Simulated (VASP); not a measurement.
A run of VASP 6.6.1:

The input INCAR:

```
SYSTEM = NaLiZnS2
ALGO = Normal
EDIFF = 1E-6
ENCUT = 520
GGA = PS
ISIF = 2
ISMEAR = 0
LASPH = .True.
LCHARG = .False.
LREAL = .False.
LWAVE = .False.
NBANDS = 25
NELM = 60
PREC = Accurate
SIGMA = 0.01
```

File KPOINTS:

```
k-points
0
Gamma
  6 6 4
  0 0 0
```

File POSCAR:

```
NaLiZnS2
1.0
    3.9820560000      0.0000000000      0.0000000000
   -1.9910280000      3.4485616553      0.0000000000
    0.0000000000      0.0000000000      6.8238500000
Na Li Zn S
1 1 1 2
Direct
    0.0000000000      0.0000000000      0.0261640000
    0.3333330000      0.6666670000      0.3566470000
    0.6666670000      0.3333330000      0.6116340000
    0.3333330000      0.6666670000      0.7338120000
    0.6666670000      0.3333330000      0.2717430000
```

Potentials or basis: VASP PAW PBE potentials, release 64 (Na_pv, Li_sv, Zn, S).

Command:

```sh
$ cat potpaw_PBE.64/Na_pv/POTCAR potpaw_PBE.64/Li_sv/POTCAR potpaw_PBE.64/Zn/POTCAR potpaw_PBE.64/S/POTCAR > POTCAR
$ mpirun -np 1 vasp_std > vasp.out
```

Hardware: 1 thread of Intel(R) Xeon(R) Platinum 8488C (Sapphire Rapids), on a shared host.

**Question.** Estimate the wall time of this run.

**Answer.** Run time: 76 s on 1 thread of Intel(R) Xeon(R) Platinum 8488C (Sapphire Rapids), on a shared host, peak memory 0.24 GiB. Counts: scf iterations 15, k points 24.
